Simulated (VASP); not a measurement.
# Li2P (CdCl2 type) (R-3m) in VASP: electric field gradients with r2SCAN

Aim: the electric field gradients of Li2P (CdCl2 type) with r2SCAN.

Program: VASP 6.6.1. These are calculated values, not measurements. Logs are shortened: lines on timing, memory, paths and dates and some standing lists are left out, and cuts for length are marked.

## 1. The cell of the first run

The typed cell holds 3 atoms: a = 4.142 Å, b = 4.142 Å, c = 4.142 Å, α = 60.03°, β = 60.03°, γ = 60.03°.

## 2. Electric field gradients, r2SCAN

The input, POSCAR:

```
Li2P
1.0
    2.0717193423     -1.1961077200      3.3808826924
    0.0000000000      2.3922154399      3.3808826924
   -2.0717193423     -1.1961077200      3.3808826924
P Li
1 2
Direct
    0.0000000000      0.0000000000      0.0000000000
    0.2500369796      0.2500369796      0.2500369796
    0.7499630204      0.7499630204      0.7499630204
```

The input, INCAR.step1:

```
SYSTEM = Li2P
ALGO     = Normal         ! electronic algorithm
EDIFF    = 1E-4           ! SCF threshold, eV
ENCUT    = 520            ! plane-wave cutoff, eV
GGA      = PE             ! functional
ISMEAR   = -1             ! smearing method
LASPH    = .True.         ! aspherical terms in the spheres
LCHARG   = .False.        ! write CHGCAR
LREAL    = .False.        ! projectors in reciprocal space
LWAVE    = .True.         ! write WAVECAR
NBANDS   = 12             ! bands
NELM     = 80             ! most SCF steps
PREC     = Accurate       ! precision mode
SIGMA    = 0.05           ! smearing width, eV
```

The input, INCAR.step2:

```
SYSTEM = Li2P
ALGO     = Normal         ! electronic algorithm
EDIFF    = 1E-8           ! SCF threshold, eV
ENCUT    = 520            ! plane-wave cutoff, eV
ISIF     = 2              ! what is computed and relaxed
ISMEAR   = -1             ! smearing method
ISTART   = 1            
LASPH    = .True.         ! aspherical terms in the spheres
LCHARG   = .False.        ! write CHGCAR
LEFG     = .True.       
LMIXTAU  = .True.       
LREAL    = .False.        ! projectors in reciprocal space
LWAVE    = .False.        ! write WAVECAR
METAGGA  = R2SCAN         ! meta-GGA
NBANDS   = 12             ! bands
NELM     = 80             ! most SCF steps
PREC     = Accurate       ! precision mode
SIGMA    = 0.05           ! smearing width, eV
```

The input, KPOINTS:

```
k-points
0
Gamma
  13 13 13
  0 0 0
```

Potentials or basis: VASP PAW PBE potentials, release 64 (P, Li_sv).

Run with:

```bash
cat potpaw_PBE.64/P/POTCAR potpaw_PBE.64/Li_sv/POTCAR > POTCAR
cp INCAR.step1 INCAR
mpirun -np 1 vasp_std > vasp.out
cp INCAR.step2 INCAR
mpirun -np 1 vasp_std > vasp.out
```

OUTCAR:

```text
SYSTEM = Li2P
   EDIFF = 1E-8
   ENCUT = 520
   ISIF = 2
   ISMEAR = -1
   ISTART = 1
   LASPH = .True.
   LREAL = .False.
   METAGGA = R2SCAN
   NELM = 80
   PREC = Accurate

 ion  position               nearest neighbor table
   1  0.000  0.000  0.000-   2 2.54   3 2.54   3 2.54   2 2.54   3 2.54   2 2.54   3 2.54   2 2.54

   2  0.250  0.250  0.250-   1 2.54   1 2.54   1 2.54   1 2.54
   3  0.750  0.750  0.750-   1 2.54   1 2.54   1 2.54   1 2.54

  LATTYP: Found a trigonal (rhomboedric) cell.
 ALAT       =     4.1416255855
 COS(alpha) =     0.4995621294

  Lattice vectors:

 A1 = (   2.0717193423,  -1.1961077200,   3.3808826924)
 A2 = (   0.0000000000,   2.3922154399,   3.3808826924)
 A3 = (  -2.0717193423,  -1.1961077200,   3.3808826924)

Analysis of symmetry for initial positions (statically):
=====================================================================
 Subroutine PRICEL returns:
 Original cell was already a primitive cell.

 Routine SETGRP: Setting up the symmetry group for a
 trigonal (rhombohedral) supercell.

 Subroutine GETGRP returns: Found 12 space group operations
 (whereof 12 operations were pure point group operations)
 out of a pool of 12 trial point group operations.

The static configuration has the point symmetry D_3d.

Analysis of symmetry for dynamics (positions and initial velocities):
=====================================================================
 Subroutine PRICEL returns:
 Original cell was already a primitive cell.

 Routine SETGRP: Setting up the symmetry group for a
 trigonal (rhombohedral) supercell.

 Subroutine GETGRP returns: Found 12 space group operations
 (whereof 12 operations were pure point group operations)
 out of a pool of 12 trial point group operations.

The dynamic configuration has the point symmetry D_3d.

 Subroutine INISYM returns: Found 12 space group operations
 (whereof 12 operations are pure point group operations),
 and found     1 'primitive' translations

----------------------------------------------------------------------------------------

                                     Primitive cell

  volume of cell :      50.2670

  direct lattice vectors                    reciprocal lattice vectors
     2.071719342 -1.196107720  3.380882692     0.241345432 -0.139340850  0.098593582
     0.000000000  2.392215440  3.380882692     0.000000000  0.278681700  0.098593582
    -2.071719342 -1.196107720  3.380882692    -0.241345432 -0.139340850  0.098593582

  length of vectors
     4.141625586  4.141625586  4.141625586     0.295608160  0.295608160  0.295608160

  position of ions in fractional coordinates (direct lattice)
     0.000000000  0.000000000  0.000000000
     0.250036980  0.250036980  0.250036980
     0.749963020  0.749963020  0.749963020

  ion indices of the primitive-cell ions
   primitive index   ion index
                 1           1
                 2           2
                 3           3

----------------------------------------------------------------------------------------

 KPOINTS: k-points

Automatic generation of k-mesh.
 Grid dimensions read from file:
 generate k-points for:   13   13   13

 Generating k-lattice:

  Cartesian coordinates                     Fractional coordinates (reciprocal lattice)
     0.018565033 -0.010718527  0.007584122     0.076923077 -0.000000000 -0.000000000
     0.000000000  0.021437054  0.007584122     0.000000000  0.076923077  0.000000000
    -0.018565033 -0.010718527  0.007584122    -0.000000000 -0.000000000  0.076923077

  Length of vectors
     0.022739089  0.022739089  0.022739089

  Shift w.r.t. Gamma in fractional coordinates (k-lattice)
     0.000000000  0.000000000  0.000000000

 Subroutine IBZKPT returns following result:
 ===========================================

 Found    231 irreducible k-points:
[... 40 lines left out ...]
   ISPIN  =      1    spin polarized calculation?
   LNONCOLLINEAR =      F non collinear calculations
   LSORBIT =      F    spin-orbit coupling
   LASPH  =      T    aspherical Exc in radial PAW
   ENCUT  =  520.0 eV  38.22 Ry    6.18 a.u.   7.70  7.70  7.70*2*pi/ulx,y,z
   NELM   =     80;   NELMIN=  2; NELMDL=  0     # of ELM steps
   EDIFF  = 0.1E-07   stopping-criterion for ELM
   LREAL  =      F    real-space projection
   EDIFFG = 0.1E-06   stopping-criterion for IOM
   NSW    =      0    number of steps for IOM
   IBRION =     -1    ionic relax: 0-MD 1-quasi-New 2-CG
   NFREE  =      0    steps in history (QN), initial steepest desc. (CG)
   ISIF   =      2    stress and relaxation
   ISYM   =      2    0-nonsym 1-usesym 2-fastsym
   POTIM  = 0.5000    time-step for ionic-motion
   TEBEG  =    0.0;   TEEND  =   0.0 temperature during run
   PSTRESS=    0.0 pullay stress
   NELECT =      11.0000    total number of electrons
   NUPDOWN=      -1.0000    fix difference up-down
   EMIN   =  10.00;   EMAX   =-10.00  energy-range for DOS
   EFERMI =   0.00;   METHOD = LEGACY
   ISMEAR =    -1;   SIGMA  =   0.05  broadening in eV -4-tet -1-fermi 0-gaus
   EFERMI_NEDOS =   21; number of points for ismear=-14 and -15
   IALGO  =     38    algorithm
   IMIX   =      4    mixing-type and parameters
     AMIX     =   0.40;   BMIX     =  1.00
     AMIX_MAG =   1.60;   BMIX_MAG =  1.00
  volume/ion in A,a.u.               =      16.76       113.07
  Fermi-wavevector in a.u.,A,eV,Ry     =   0.986533  1.864277 13.241829  0.973247
  Thomas-Fermi vector in A             =   2.117921
   LORBIT       =      0    0 simple, 1 ext, 2 COOP (PROOUT), +10 PAW based schemes
   METAGGA = R2SCAN    functional components
   LHFCALC =     F    Hartree Fock is set to
   AEXX    =    0.0000 exact exchange contribution
   IVDW    =     0    specifies the selected vdW correction
   LEPSILON=     F    determine dielectric tensor
   LRPA    =     F    only Hartree local field effects (RPA)
 non-spin polarized calculation
  energy-cutoff  :      520.00
  volume of cell :       50.27
 maximum number of plane-waves:      1369
   NGX = 15   NGY = 15   NGZ = 15

 number of electron      11.0000006 magnetization

 Free energy of the ion-electron system (eV)
  ---------------------------------------------------
  ext. energy  EPLUGINS =         0.00000000
  ---------------------------------------------------
  free energy    TOTEN  =       -15.10910617 eV

  energy without entropy =      -15.09072345  energy(sigma->0) =      -15.09991481

 E-fermi :   1.4274     XC(G=0):  -8.7658

 val. band max:        1.4245964193   @ k =   0.1538   0.1538   0.0769
 cond. band min:       1.4290142792   @ k =   0.3846   0.3077   0.3077
 fundamental gap:      0.0044178599
 Fermi energy:         1.4274406789

 k-point     1 :       0.0000    0.0000    0.0000
  band No.  band energies     occupation
      1     -44.6580      2.00000
      2     -44.6259      2.00000
      3      -8.1225      2.00000
      4       2.2521      0.00000
      5       2.2521      0.00000
      6       2.2551      0.00000
      7       6.7544      0.00000
      8       7.2645      0.00000
      9       7.2645      0.00000
     10       7.2729      0.00000
     11      11.9629      0.00000
     12      11.9629      0.00000
[... 331 lines left out ...]
 k-point    24 :       0.4615    0.1538    0.0000
  band No.  band energies     occupation
      1     -44.6455      2.00000
      2     -44.6372      2.00000
      3      -7.4333      2.00000
      4      -0.9349      2.00000
      5       1.1665      1.98923
      6       1.2488      1.94534
      7       7.0290      0.00000
      8       8.5212      0.00000
      9       8.7219      0.00000
     10       9.7873      0.00000
     11      12.4431      0.00000
     12      14.1147      0.00000

 [... further k-points ...]

------------------------ aborting loop because EDIFF is reached ----------------------------------------

  FORCE on cell =-STRESS in cart. coord.  units (eV):
  Direction    XX          YY          ZZ          XY          YZ          ZX
  --------------------------------------------------------------------------------------
  -------------------------------------------------------------------------------------
  Total       -0.1061280     -0.1061280     -0.1052178      0.0000000      0.0000000      0.0000000
  in kB       -3.3826562     -3.3826562     -3.3536476      0.0000000      0.0000000      0.0000000
  external PRESSURE =      -3.3729867 kB  Pullay stress =       0.0000000 kB

 VOLUME and BASIS-vectors are now :
 -----------------------------------------------------------------------------
  energy-cutoff  :      520.00
  volume of cell :       50.27
      direct lattice vectors                 reciprocal lattice vectors
     2.071719342 -1.196107720  3.380882692     0.241345432 -0.139340850  0.098593582
     0.000000000  2.392215440  3.380882692     0.000000000  0.278681700  0.098593582
    -2.071719342 -1.196107720  3.380882692    -0.241345432 -0.139340850  0.098593582

 POSITION                                       TOTAL-FORCE (eV/Angst)
 -----------------------------------------------------------------------------------
      0.00000      0.00000      0.00000         0.000000     -0.000000      0.000000
      0.00000     -0.00000      2.53604        -0.000000     -0.000000      0.002485
      0.00000     -0.00000      7.60661        -0.000000      0.000000     -0.002485
 -----------------------------------------------------------------------------------
    total drift:                               -0.000000     -0.000000      0.000000

  FREE ENERGIE OF THE ION-ELECTRON SYSTEM (eV)
  ---------------------------------------------------
  free  energy   TOTEN  =       -15.1091061689 eV

  energy  without entropy=      -15.0907234522  energy(sigma->0) =      -15.09991481

 Electric field gradients (V/A^2)
---------------------------------------------------------------------
 ion       V_xx      V_yy      V_zz      V_xy      V_xz      V_yz
---------------------------------------------------------------------
   1      -0.109    -0.109     0.219     0.000    -0.000     0.000
   2      -0.004    -0.004     0.008    -0.000    -0.000     0.000
   3      -0.004    -0.004     0.008    -0.000    -0.000     0.000
---------------------------------------------------------------------

 Electric field gradients after diagonalization (V/A^2)
 (convention: |V_zz| > |V_xx| > |V_yy|)
----------------------------------------------------------------------
 ion       V_xx      V_yy      V_zz     asymmetry (V_yy - V_xx)/ V_zz
----------------------------------------------------------------------
   1      -0.109    -0.109     0.219       0.000
   2      -0.004    -0.004     0.008       0.000
   3      -0.004    -0.004     0.008       0.000
----------------------------------------------------------------------

           NMR quadrupolar parameters

 Cq : quadrupolar parameter    Cq=e*Q*V_zz/h
 eta: asymmetry parameters     (V_yy - V_xx)/ V_zz
 Q  : nuclear electric quadrupole moment in mb (millibarn)
----------------------------------------------------------------------
 ion       Cq(MHz)       eta       Q (mb)
----------------------------------------------------------------------
   1       0.001       0.000       1.000
   2       0.000       0.000       1.000
   3       0.000       0.000       1.000
----------------------------------------------------------------------
```

Wall time 20 min (1 thread of Oxide Virtual Turin-like, shared host); peak memory 0.23 GiB.

What came out:

```
Free energy                             : -15.1091 eV
Band gap on the k mesh                  : zero (an odd number of electrons rules out a gap without spin polarisation)
Largest electric field gradient by atom : P +0.22; Li +0.01 V/Å²
```

Forces in eV/Å, atoms in the order of the input:
```
P    0.000  0.000  0.000
Li   0.000  0.000  0.002
Li   0.000  0.000 -0.002
```

Caveat: the cutoff is under 1.25 times the usual one of these potentials, so pressure, stress and relaxed cells hold a basis-set (Pulay) error; without QUAD_EFG the Cq values of the log hold for a quadrupole moment of 1 mb, not for the nuclei; the PAW data sets were made with another functional, which shifts forces and pressure a little.
